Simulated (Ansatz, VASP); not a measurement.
## NbH2: VASP beside Ansatz

```
Nb H
1.0
     0.00000    2.23493    2.23493
     2.23493    0.00000    2.23493
     2.23493    2.23493    0.00000
Nb H
1 2
Cartesian
  0.0000 0.0000 0.0000
  1.1175 1.1175 1.1175
  3.3524 3.3524 3.3524
```

Change from the starting cell: volume scaled by 0.94, crystal datasets.

Alike in both runs: task electric field gradients; functional LDA; k mesh 15 × 15 × 15; occupations fermi-dirac, width 0.03 eV; no spin polarisation.

|  | VASP | Ansatz |
| --- | --- | --- |
| version | VASP 6.6.1 | Ansatz 0.2.0 |
| potentials or method | VASP PAW LDA potentials, release 64 (Nb_sv, H), cutoff 520 eV | all-electron PAW with datasets made for the crystal, scalar-relativistic |

VASP gave:

- pressure (GPa): 3.4

Q: Estimate Ansatz's values.

A: Pressure (GPa): 3.5.

LDA's correlation is that of Perdew and Zunger in VASP and of Perdew and Wang (1992) in Ansatz. Ansatz ran all-electron here, and VASP with PAW potentials.
